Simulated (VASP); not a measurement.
# AgBr (Fm-3m) in VASP: notebook, part 2 of 2

VASP 6.6.1.

## Step 3: Relaxation of cell and atoms, PBEsol, target pressure 2 GPa, at which the enthalpy is minimised

INCAR reads:

```
  ALGO = Normal
  EDIFF = 1E-7
  EDIFFG = -0.002
  ENCUT = 500
  GGA = PS
  GGA_COMPAT = False
  IBRION = 2
  ISIF = 3
  ISMEAR = 0
  LASPH = True
  LCHARG = False
  LREAL = False
  LWAVE = False
  NELM = 120
  NELMIN = 4
  NSW = 100
  PREC = Accurate
  PSTRESS = 20.0
  SIGMA = 0.01
```

KPOINTS reads:

```
k-points
0
Gamma
  8 8 8
```

POSCAR reads:

```
AgBr
1.0
    0.0000000000      2.8376950391      2.8376950391
    2.8376950391      0.0000000000      2.8376950391
    2.8376950391      2.8376950391      0.0000000000
Ag Br
1 1
Direct
    0.0000000000      0.0000000000      0.0000000000
    0.5000000000      0.5000000000      0.5000000000
```

Potentials or basis: VASP PAW PBE potentials, release 64 (Ag, Br).

On the command line:

```
$ cat potpaw_PBE.64/Ag/POTCAR potpaw_PBE.64/Br/POTCAR > POTCAR
$ mpirun -np 1 vasp_std > vasp.out
```

OUTCAR:

```text
EDIFF = 1E-7
   EDIFFG = -0.002
   ENCUT = 500
   GGA = PS
   IBRION = 2
   ISIF = 3
   ISMEAR = 0
   LASPH = True
   LREAL = False
   NELM = 120
   NELMIN = 4
   NSW = 100
   PREC = Accurate
   PSTRESS = 20.0

 ion  position               nearest neighbor table
   1  0.000  0.000  0.000-   2 2.84   2 2.84   2 2.84   2 2.84   2 2.84   2 2.84
   2  0.500  0.500  0.500-   1 2.84   1 2.84   1 2.84   1 2.84   1 2.84   1 2.84

  LATTYP: Found a face centered cubic cell.
 ALAT       =     5.6753900782

  Lattice vectors:

 A1 = (   0.0000000000,   2.8376950391,   2.8376950391)
 A2 = (   2.8376950391,   0.0000000000,   2.8376950391)
 A3 = (   2.8376950391,   2.8376950391,   0.0000000000)

Analysis of symmetry for initial positions (statically):
=====================================================================
 Subroutine PRICEL returns:
 Original cell was already a primitive cell.

 Routine SETGRP: Setting up the symmetry group for a
 face centered cubic supercell.

 Subroutine GETGRP returns: Found 48 space group operations
 (whereof 48 operations were pure point group operations)
 out of a pool of 48 trial point group operations.

The static configuration has the point symmetry O_h .

Analysis of symmetry for dynamics (positions and initial velocities):
=====================================================================
 Subroutine PRICEL returns:
 Original cell was already a primitive cell.

 Routine SETGRP: Setting up the symmetry group for a
 face centered cubic supercell.

 Subroutine GETGRP returns: Found 48 space group operations
 (whereof 48 operations were pure point group operations)
 out of a pool of 48 trial point group operations.

The dynamic configuration has the point symmetry O_h .

 Subroutine INISYM returns: Found 48 space group operations
 (whereof 48 operations are pure point group operations),
 and found     1 'primitive' translations

----------------------------------------------------------------------------------------

                                     Primitive cell

  volume of cell :      45.7012

  direct lattice vectors                    reciprocal lattice vectors
     0.000000000  2.837695039  2.837695039    -0.176199342  0.176199342  0.176199342
     2.837695039  0.000000000  2.837695039     0.176199342 -0.176199342  0.176199342
     2.837695039  2.837695039  0.000000000     0.176199342  0.176199342 -0.176199342

  length of vectors
     4.013106810  4.013106810  4.013106810     0.305186213  0.305186213  0.305186213

  position of ions in fractional coordinates (direct lattice)
     0.000000000  0.000000000  0.000000000
     0.500000000  0.500000000  0.500000000

  ion indices of the primitive-cell ions
   primitive index   ion index
                 1           1
                 2           2

----------------------------------------------------------------------------------------

 KPOINTS: k-points

Automatic generation of k-mesh.
 Grid dimensions read from file:
 generate k-points for:    8    8    8

 Generating k-lattice:

  Cartesian coordinates                     Fractional coordinates (reciprocal lattice)
    -0.022024918  0.022024918  0.022024918     0.125000000  0.000000000  0.000000000
[... 43 lines left out ...]
   total plane-waves  NPLWV =  27000
   dimension x,y,z NGX =    30 NGY =   30 NGZ =   30
   dimension x,y,z NGXF=    60 NGYF=   60 NGZF=   60
   ions per type =               1   1
   NGX,Y,Z   is equivalent  to a cutoff of  12.43, 12.43, 12.43 a.u.
   NGXF,Y,Z  is equivalent  to a cutoff of  24.86, 24.86, 24.86 a.u.
 SYSTEM =  unknown system
   PREC   = accura    normal or accurate (medium, high low for compatibility)
   ISTART =      0    job   : 0-new  1-cont  2-samecut
   ICHARG =      2    charge: 1-file 2-atom 10-const
   ISPIN  =      1    spin polarized calculation?
   LNONCOLLINEAR =      F non collinear calculations
   LSORBIT =      F    spin-orbit coupling
   LASPH  =      T    aspherical Exc in radial PAW
   ENCUT  =  500.0 eV  36.75 Ry    6.06 a.u.   7.32  7.32  7.32*2*pi/ulx,y,z
   NELM   =    120;   NELMIN=  4; NELMDL= -5     # of ELM steps
   EDIFF  = 0.1E-06   stopping-criterion for ELM
   LREAL  =      F    real-space projection
   EDIFFG = -.2E-02   stopping-criterion for IOM
   NSW    =    100    number of steps for IOM
   IBRION =      2    ionic relax: 0-MD 1-quasi-New 2-CG
   NFREE  =      1    steps in history (QN), initial steepest desc. (CG)
   ISIF   =      3    stress and relaxation
   ISYM   =      2    0-nonsym 1-usesym 2-fastsym
   POTIM  = 0.5000    time-step for ionic-motion
   TEBEG  =    0.0;   TEEND  =   0.0 temperature during run
   PSTRESS=   20.0 pullay stress
   NELECT =      18.0000    total number of electrons
   NUPDOWN=      -1.0000    fix difference up-down
   EMIN   =  10.00;   EMAX   =-10.00  energy-range for DOS
   EFERMI =   0.00;   METHOD = LEGACY
   ISMEAR =     0;   SIGMA  =   0.01  broadening in eV -4-tet -1-fermi 0-gaus
   EFERMI_NEDOS =   21; number of points for ismear=-14 and -15
   IALGO  =     38    algorithm
   IMIX   =      4    mixing-type and parameters
     AMIX     =   0.40;   BMIX     =  1.00
     AMIX_MAG =   1.60;   BMIX_MAG =  1.00
  volume/ion in A,a.u.               =      22.85       154.20
  Fermi-wavevector in a.u.,A,eV,Ry     =   1.200024  2.267717 19.593174  1.440058
  Thomas-Fermi vector in A             =   2.335871
   LORBIT       =      0    0 simple, 1 ext, 2 COOP (PROOUT), +10 PAW based schemes
   GGA     = PS    functional components
   LHFCALC =     F    Hartree Fock is set to
   AEXX    =    0.0000 exact exchange contribution
   IVDW    =     0    specifies the selected vdW correction
   LEPSILON=     F    determine dielectric tensor
   LRPA    =     F    only Hartree local field effects (RPA)
 conjugate gradient relaxation of ions
 non-spin polarized calculation
 Gauss-broadening in eV      SIGMA  =   0.01
  energy-cutoff  :      500.00
  volume of cell :       45.70
 maximum number of plane-waves:      1211
 NGX is ok and might be reduce to    30
   NGX = 15   NGY = 15   NGZ = 15

--------------------------------------- Ionic step        1  -------------------------------------------

 number of electron      17.9999998 magnetization

 Free energy of the ion-electron system (eV)
  ---------------------------------------------------
  ext. energy  EPLUGINS =         0.00000000
  ---------------------------------------------------
  free energy    TOTEN  =        -5.69826878 eV

  energy without entropy =       -5.69826878  energy(sigma->0) =       -5.69826878

------------------------ aborting loop because EDIFF is reached ----------------------------------------

  FORCE on cell =-STRESS in cart. coord.  units (eV):
  Direction    XX          YY          ZZ          XY          YZ          ZX
  --------------------------------------------------------------------------------------
  -------------------------------------------------------------------------------------
  Total       -0.0174002     -0.0174002     -0.0174002      0.0000000      0.0000000     -0.0000000
  in kB       -0.6100100     -0.6100100     -0.6100100      0.0000000      0.0000000     -0.0000000
  external PRESSURE =     -20.6100100 kB  Pullay stress =      20.0000000 kB
[... 25 lines left out ...]
--------------------------------------- Ionic step        2  -------------------------------------------

 number of electron      18.0000001 magnetization

 E-fermi :   4.5323     XC(G=0): -10.4816

 val. band max:        4.4888573775   @ k =   0.5000   0.0000   0.0000
 cond. band min:       4.9895849063   @ k =   0.0000   0.0000   0.0000
 fundamental gap:      0.5007275288
 Fermi energy:         4.5323140212

 k-point     1 :       0.0000    0.0000    0.0000
  band No.  band energies     occupation
      1     -11.1556      2.00000
      2       1.3005      2.00000
      3       1.3005      2.00000
      4       1.3005      2.00000
      5       1.3026      2.00000
      6       1.3026      2.00000
      7       2.2518      2.00000
      8       2.2518      2.00000
      9       2.2518      2.00000
     10       4.9896      0.00000
     11      14.2776      0.00000
     12      14.2776      0.00000
     13      14.2776      0.00000
[... 405 lines left out ...]
--------------------------------------- Ionic step        3  -------------------------------------------

 number of electron      17.9999999 magnetization

 Free energy of the ion-electron system (eV)
  ---------------------------------------------------
  ext. energy  EPLUGINS =         0.00000000
  ---------------------------------------------------
  free energy    TOTEN  =        -5.68885115 eV

  energy without entropy =       -5.68885115  energy(sigma->0) =       -5.68885115

 E-fermi :   4.4424     XC(G=0): -10.4466

 val. band max:        4.3983480601   @ k =   0.5000   0.0000   0.0000
 cond. band min:       4.8980040083   @ k =   0.0000   0.0000   0.0000
 fundamental gap:      0.4996559482
 Fermi energy:         4.4423753096

 k-point     1 :       0.0000    0.0000    0.0000
  band No.  band energies     occupation
      1     -11.1970      2.00000
      2       1.2446      2.00000
      3       1.2446      2.00000
      4       1.2446      2.00000
      5       1.2464      2.00000
      6       1.2464      2.00000
      7       2.1874      2.00000
      8       2.1874      2.00000
      9       2.1874      2.00000
     10       4.8980      0.00000
     11      14.1892      0.00000
     12      14.1892      0.00000
     13      14.1892      0.00000
[... 401 lines left out ...]
  energy  without entropy=       -5.6888511542  energy(sigma->0) =       -5.68885115

  enthalpy is  TOTEN    =        -5.1385794051 eV   P V=        0.5502717491

 reached required accuracy - stopping structural energy minimisation
```

It took 77 s on 1 thread of Intel Xeon 8259CL, shared host; peak memory 0.18 GiB.

Results:

```
Free energy                                            : -5.6889 eV
Relaxed volume                                         : 22.04 Å³/atom
Relaxed cell                                           : a = 3.965 Å, b = 3.965 Å, c = 3.965 Å, α = 60.00°, β = 60.00°, γ = 60.00°
Space group after relaxing (to 0.05 Å)                 : Fm-3m (No. 225)
Energy change on relaxing (the enthalpy is what falls) : +4.7 meV/atom
Ionic steps                                            : 3
Pressure after relaxing                                : 2.0 GPa
Band gap on the k mesh                                 : 0.50 eV, indirect (least direct gap 2.71 eV)
```

The path:
```tsv
step	energy change (eV)	largest force (eV/Å)	pressure (GPa)	volume (Å³)
1	0.0000	0.0000	-0.06	45.70
2	0.0135	0.0000	2.43	43.78
3	0.0094	0.0000	2.00	44.08
```

Final structure:
```yaml
crystal:
  lattice:
    - [0.00000, 2.80377, 2.80377]
    - [2.80377, 0.00000, 2.80377]
    - [2.80377, 2.80377, 0.00000]
  atoms:
    - { symbol: Ag, position: [0.00000, 0.00000, 0.00000] }
    - { symbol: Br, position: [0.50000, 0.50000, 0.50000] }
```

Caveat: the cell is relaxed towards a set pressure, so the enthalpy falls and the energy may rise; the PAW data sets were made with another functional, which shifts forces and pressure a little. A k mesh can miss the band edges.
